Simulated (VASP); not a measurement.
# Nb2Te2S (R-3m) in VASP: further runs, part 2 of 2

VASP 6.6.1.

## (3) Single point, PBE, collinear spin, ferrimagnetic start

File INCAR:

```
PREC = Accurate ; ENCUT = 520
EDIFF = 1E-6 ; ISMEAR = 0
SIGMA = 0.1 ; LREAL = False
LASPH = True ; NELM = 150
ALGO = Normal ; ISIF = 2
LWAVE = False ; LCHARG = False
ISPIN = 2 ; MAGMOM = 0.9 0.9 -0.05 -0.05 0.01
LORBIT = 11 ; LMAXMIX = 4
GGA = PE ; NBANDS = 34
```

File KPOINTS:

```
regular mesh
0
Gamma
  6 6 6
```

File POSCAR:

```
Nb2Te2S
1.0
    2.0142671600      1.1629376900      9.3355776300
   -2.0142671600      1.1629376900      9.3355776300
    0.0000000000     -2.3258753700      9.3355776300
Nb Te S
2 2 1
Direct
    0.6079999800      0.6079999800      0.6079999800
    0.3920000200      0.3920000200      0.3920000200
    0.2120000000      0.2120000000      0.2120000000
    0.7880000000      0.7880000000      0.7880000000
    0.0000000000      0.0000000000      0.0000000000
```

Potentials or basis: VASP PAW PBE potentials, release 64 (Nb_sv, Te, S).

Command:

```sh
$ cat potpaw_PBE.64/Nb_sv/POTCAR potpaw_PBE.64/Te/POTCAR potpaw_PBE.64/S/POTCAR > POTCAR
$ mpirun -np 1 vasp_std > vasp.out
```

OUTCAR:

```text
PREC = Accurate
   ENCUT = 520
   EDIFF = 1E-6
   ISMEAR = 0
   LREAL = False
   LASPH = True
   NELM = 150
   ISIF = 2
   ISPIN = 2
   LORBIT = 11
   GGA = PE

 ion  position               nearest neighbor table
   1  0.608  0.608  0.608-   5 2.85   5 2.85   5 2.85   3 2.91   3 2.91   3 2.91
   2  0.392  0.392  0.392-   5 2.85   5 2.85   5 2.85   4 2.91   4 2.91   4 2.91
   3  0.212  0.212  0.212-   1 2.91   1 2.91   1 2.91   4 3.44   4 3.44   4 3.44
   4  0.788  0.788  0.788-   2 2.91   2 2.91   2 2.91   3 3.44   3 3.44   3 3.44
   5  0.000  0.000  0.000-   1 2.85   1 2.85   2 2.85   2 2.85   1 2.85   2 2.85

  LATTYP: Found a trigonal (rhomboedric) cell.
 ALAT       =     9.6209514056
 COS(alpha) =     0.9123346244

  Lattice vectors:

 A1 = (   2.0142671600,   1.1629376900,   9.3355776300)
 A2 = (  -2.0142671600,   1.1629376900,   9.3355776300)
 A3 = (   0.0000000000,  -2.3258753700,   9.3355776300)

Analysis of symmetry for initial positions (statically):
=====================================================================
 Subroutine PRICEL returns:
 Original cell was already a primitive cell.

 Routine SETGRP: Setting up the symmetry group for a
 trigonal (rhombohedral) supercell.

 Subroutine GETGRP returns: Found 12 space group operations
 (whereof 12 operations were pure point group operations)
 out of a pool of 12 trial point group operations.

The static configuration has the point symmetry D_3d.

Analysis of symmetry for dynamics (positions and initial velocities):
=====================================================================
 Subroutine PRICEL returns:
 Original cell was already a primitive cell.

 Routine SETGRP: Setting up the symmetry group for a
 trigonal (rhombohedral) supercell.

 Subroutine GETGRP returns: Found 12 space group operations
 (whereof 12 operations were pure point group operations)
 out of a pool of 12 trial point group operations.

[... 163 lines left out ...]
  ---------------------------------------------------
  free energy    TOTEN  =       -31.31777951 eV

  energy without entropy =      -31.29538312  energy(sigma->0) =      -31.30658132

 E-fermi :   7.2560     XC(G=0): -10.0431

 val. band max:        7.2555626502   @ k =   0.1667   0.1667   0.1667
 cond. band min:       7.2703658898   @ k =   0.1667  -0.0000  -0.0000
 fundamental gap:      0.0148032396
 Fermi energy:         7.2560093701

 spin component 1

 k-point     1 :       0.0000    0.0000    0.0000
  band No.  band energies     occupation
      1     -48.9011      1.00000
      2     -48.8994      1.00000
      3     -24.9659      1.00000
      4     -24.9659      1.00000
      5     -24.9624      1.00000
      6     -24.9624      1.00000
[... 877 lines left out ...]
     33      12.7724      0.00000
     34      13.3873      0.00000

 [... further k-points ...]

 spin component 2

 k-point     1 :       0.0000    0.0000    0.0000
  band No.  band energies     occupation
      1     -48.3289      1.00000
      2     -48.3273      1.00000
      3     -24.3116      1.00000
      4     -24.3116      1.00000
      5     -24.3081      1.00000
      6     -24.3081      1.00000
[... 877 lines left out ...]
     33      12.9772      0.00000
     34      13.5721      0.00000

 [... further k-points ...]
[... 5 lines left out ...]
  --------------------------------------------------------------------------------------
  -------------------------------------------------------------------------------------
  Total      -10.2971399    -10.2971399     -6.2993628      0.0000000     -0.0000000      0.0000000
  in kB     -125.7364610   -125.7364609    -76.9203479      0.0000000     -0.0000000      0.0000000
  external PRESSURE =    -109.4644233 kB  Pullay stress =       0.0000000 kB

 VOLUME and BASIS-vectors are now :
 -----------------------------------------------------------------------------
  energy-cutoff  :      520.00
  volume of cell :      131.21
      direct lattice vectors                 reciprocal lattice vectors
     2.014267160  1.162937690  9.335577630     0.248229237  0.143315217  0.035705700
    -2.014267160  1.162937690  9.335577630    -0.248229237  0.143315217  0.035705700
     0.000000000 -2.325875370  9.335577630     0.000000000 -0.286630434  0.035705700

 POSITION                                       TOTAL-FORCE (eV/Angst)
 -----------------------------------------------------------------------------------
      0.00000      0.00000     17.02809         0.000000      0.000000      0.808450
      0.00000      0.00000     10.97864         0.000000     -0.000000     -0.808450
      0.00000      0.00000      5.93743         0.000000      0.000000      1.441438
      0.00000      0.00000     22.06931         0.000000     -0.000000     -1.441438
      0.00000      0.00000      0.00000         0.000000     -0.000000      0.000000
 -----------------------------------------------------------------------------------
    total drift:                               -0.000000     -0.000000     -0.000000

  FREE ENERGIE OF THE ION-ELECTRON SYSTEM (eV)
  ---------------------------------------------------
  free  energy   TOTEN  =       -31.3177795136 eV

  energy  without entropy=      -31.2953831185  energy(sigma->0) =      -31.30658132

 total charge

# of ion       s       p       d       tot
------------------------------------------
    1        2.121   5.948   2.367  10.436
    2        2.121   5.948   2.367  10.436
    3        1.381   1.948   0.045   3.374
    4        1.381   1.948   0.045   3.374
    5        1.322   2.311   0.000   3.633
--------------------------------------------------
tot          8.327  18.103   4.823  31.253

 magnetization (x)

# of ion       s       p       d       tot
------------------------------------------
    1        0.011   0.005   0.816   0.832
    2        0.011   0.005   0.816   0.832
    3       -0.001  -0.052   0.006  -0.047
    4       -0.001  -0.052   0.006  -0.047
    5        0.002  -0.005   0.000  -0.003
--------------------------------------------------
tot          0.022  -0.099   1.645   1.568
```

OSZICAR:

```text
N       E                     dE             d eps       ncg     rms          rms(c)
DAV:   1     0.368964220992E+03    0.36896E+03   -0.20560E+04  4400   0.116E+03
DAV:   2    -0.475567753060E-01   -0.36901E+03   -0.35555E+03  5750   0.392E+02
DAV:   3    -0.309487922822E+02   -0.30901E+02   -0.30017E+02  6984   0.897E+01
DAV:   4    -0.334826807762E+02   -0.25339E+01   -0.24970E+01  7304   0.235E+01
DAV:   5    -0.335532324859E+02   -0.70552E-01   -0.70445E-01  6594   0.340E+00    0.117E+01
DAV:   6    -0.315672932736E+02    0.19859E+01   -0.90803E+00  6556   0.166E+01    0.727E+00
DAV:   7    -0.313172545855E+02    0.25004E+00   -0.14222E+00  6222   0.721E+00    0.344E+00
DAV:   8    -0.313092788830E+02    0.79757E-02   -0.16441E-01  5662   0.187E+00    0.152E+00
DAV:   9    -0.313146163379E+02   -0.53375E-02   -0.34936E-02  6756   0.972E-01    0.604E-01
DAV:  10    -0.313161030035E+02   -0.14867E-02   -0.29229E-03  6542   0.296E-01    0.500E-01
DAV:  11    -0.313175297527E+02   -0.14267E-02   -0.21138E-03  5722   0.249E-01    0.194E-01
DAV:  12    -0.313177233163E+02   -0.19356E-03   -0.31479E-04  6492   0.850E-02    0.863E-02
DAV:  13    -0.313177481024E+02   -0.24786E-04   -0.29876E-05  6512   0.279E-02    0.369E-02
DAV:  14    -0.313177734272E+02   -0.25325E-04   -0.30236E-05  5618   0.243E-02    0.203E-02
DAV:  15    -0.313177779240E+02   -0.44968E-05   -0.59127E-06  4952   0.120E-02    0.802E-03
DAV:  16    -0.313177789626E+02   -0.10386E-05   -0.83714E-07  3376   0.612E-03    0.525E-03
DAV:  17    -0.313177795136E+02   -0.55101E-06   -0.64665E-07  2852   0.515E-03
   1 F= -.31317780E+02 E0= -.31306581E+02  d E =-.223964E-01  mag=     2.1028
```

stdout:

```text
POSCAR found type information on POSCAR NbTeS
 POSCAR found :  3 types and       5 ions
 scaLAPACK will be used
 LDA part: xc-table for (Slater+PW92), standard interpolation
 POSCAR, INCAR and KPOINTS ok, starting setup
 FFT: planning ... GRIDC
 FFT: planning ... GRID_SOFT
 FFT: planning ... GRID
 WAVECAR not read
 entering main loop
```

Run time: 16 min. Hardware: 1 thread of Intel Xeon 6975P-C (Granite Rapids), shared host; peak memory 1.1 GiB.

Results:

```
Free energy                                           : -31.3178 eV
Pressure                                              : -10.9 GPa
Largest force                                         : 1.441 eV/Å
Net moment                                            : 2.10 μB per cell
Site moments                                          : Nb +0.83; Te -0.05; S -0.00 μB
Valence electrons inside the program's atomic spheres : Nb 10.44; Te 3.37; S 3.63
```

Forces on the atoms (eV/Å):
```
Nb   0.000  0.000  0.808
Nb   0.000  0.000 -0.808
Te   0.000  0.000  1.441
Te   0.000  0.000 -1.441
S    0.000  0.000  0.000
```

Levels at points of the mesh, in eV from the Fermi level:
Spin up:
```tsv
k point	band 19	band 20	band 21	band 22	band 23	band 24	band 25	band 26	band 27	band 28
(0.00, 0.00, 0.00)	-0.94	-0.85	-0.85	-0.78	-0.72	-0.32	-0.32	0.55	1.14	1.14
(0.50, 0.00, 0.00)	-1.70	-1.59	-1.48	-0.50	0.20	0.32	0.53	0.66	0.96	1.54
(0.50, 0.50, 0.00)	-2.44	-2.00	-1.09	-0.50	0.19	0.33	0.49	0.67	1.41	1.75
(0.50, 0.50, 0.50)	-1.24	-1.24	-0.96	-0.96	-0.28	-0.28	-0.27	-0.02	1.90	1.90
```
Spin down:
```csv
k point,band 18,band 19,band 20,band 21,band 22,band 23,band 24,band 25
"(0.00, 0.00, 0.00)",-0.77,-0.77,-0.54,-0.15,-0.14,-0.14,0.55,0.55
"(0.50, 0.00, 0.00)",-2.59,-1.46,-1.36,-1.07,0.16,0.98,1.06,1.29
"(0.50, 0.50, 0.00)",-2.39,-2.36,-1.76,-0.65,0.26,1.06,1.14,1.25
"(0.50, 0.50, 0.50)",-1.77,-1.20,-1.20,-0.17,-0.17,0.22,0.59,0.59
```

Caveat: spin-orbit coupling is left out, which moves the levels of the heavy elements; forces of over 1 eV/Å act on the atoms, so gaps and moduli don't describe the material at rest.
